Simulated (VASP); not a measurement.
The system is Ni.

```
CELL_PARAMETERS angstrom
0.00000 1.77580 1.77580
1.77580 0.00000 1.77580
1.77580 1.77580 0.00000
ATOMIC_POSITIONS crystal
Ni 0.00000 0.00000 0.00000
```

Base run:

```yaml
Program: VASP 6.6.1
Functional: PBE
Potentials_or_basis: VASP PAW PBE potentials, release 64 (Ni)
Cutoff: 520 eV
k_mesh: 13 × 13 × 13
Occupations: fermi-dirac, width 0.1 eV
Spin: collinear spin, ferromagnetic start
Starting_moments: "[2.0] μB"
```

Its results: pressure -4.9 GPa; net moment 0.62 μB per cell; site moments Ni +0.64 μB.

**Question.** The run is repeated on the same cell with these changes: occupations from fermi-dirac, width 0.1 eV to gaussian, width 0.05 eV; further incar settings from ALGO = Normal; EDIFF = 1e-06; NBANDS = 15 to ALGO = Normal; EDIFF = 1e-07; NBANDS = 15. What comes out?

**Answer.** Pressure -5.3 GPa; net moment 0.63 μB per cell; site moments Ni +0.65 μB.
